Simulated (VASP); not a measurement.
# Ca8Se7 (a cell with a defect): single point with PBE

Crystal: Ca8Se7 (a cell with a defect).

```
Ca Se
1.0
     0.00000    5.89530    5.89530
     5.89530    0.00000    5.89530
     5.89530    5.89530    0.00000
Ca Se
8 7
Cartesian
  0.0253 -0.0027 0.0033
  2.9535 2.9254 0.0032
  2.9534 -0.0028 2.9315
  5.9010 2.9450 2.9509
  0.0058 2.9450 2.9508
  2.9535 5.8926 2.9707
  2.9534 2.9642 5.8986
  5.8816 5.8926 5.8987
  2.9534 2.9449 2.9510
  5.9012 5.8926 2.9510
  5.9011 2.9449 5.8985
  8.8489 5.8925 5.8988
  2.9534 2.9450 8.8462
  5.9011 8.8402 5.8984
  5.9011 5.8927 8.8463
```

```
Program                : VASP 6.6.1
Task                   : single point
Functional             : PBE
Potentials or basis    : VASP PAW PBE potentials, release 64 (Ca_sv, Se)
Cutoff                 : 400 eV
k mesh                 : 2 × 2 × 2
Occupations            : fermi-dirac, width 0.05 eV
Spin                   : no spin polarisation
Dipole correction      : no
Further INCAR settings : ALGO = Normal; EDIFF = 1e-06; NBANDS = 74
```

- Pressure: 1.1 GPa
- Largest force: 0.010 eV/Å
- Band gap on the k mesh: 0.28 eV

Forces in eV/Å, atoms in the order of the input:
```
Ca   0.010  0.000  0.000
Ca   0.000 -0.010  0.000
Ca   0.000  0.000 -0.010
Ca   0.000  0.000  0.000
Ca   0.000  0.000  0.000
Ca   0.000  0.000  0.009
Ca   0.000  0.010  0.000
Ca  -0.010  0.000  0.000
Se   0.000  0.000  0.000
Se   0.000  0.000  0.000
Se   0.000  0.000  0.000
Se   0.000  0.000  0.000
Se   0.000  0.000  0.000
Se   0.000  0.000  0.000
Se   0.000  0.000  0.000
```

Levels at points of the mesh, in eV from the valence-band top:
| k point | band 59 | band 60 | band 61 | band 62 | band 63 | band 64 |
| --- | --- | --- | --- | --- | --- | --- |
| (0.00, 0.00, 0.00) | -2.04 | -2.04 | -0.73 | 0.28 | 0.28 | 0.28 |
| (0.50, 0.00, 0.00) | -2.51 | -2.51 | -0.07 | 0.76 | 1.50 | 1.50 |
| (0.00, 0.50, 0.00) | -2.51 | -2.51 | -0.07 | 0.76 | 1.50 | 1.50 |
| (0.00, 0.00, 0.50) | -2.51 | -2.51 | -0.07 | 0.76 | 1.50 | 1.50 |
| (0.50, 0.50, 0.50) | -2.51 | -2.51 | -0.07 | 0.76 | 1.50 | 1.50 |
| (0.50, 0.50, 0.00) | -2.45 | -2.45 | 0.00 | 0.87 | 1.10 | 1.10 |
| (0.00, 0.50, 0.50) | -2.45 | -2.45 | 0.00 | 0.87 | 1.10 | 1.10 |
| (0.50, 0.00, 0.50) | -2.45 | -2.45 | 0.00 | 0.87 | 1.10 | 1.10 |

Run time: 3.5 min on 1 thread of Intel(R) Xeon(R) Platinum 8375C CPU @ 2.90GHz (Ice Lake), with other jobs on the host, peak memory 0.42 GiB.

Caveat: the k points lie up to 0.46 Å⁻¹ apart.
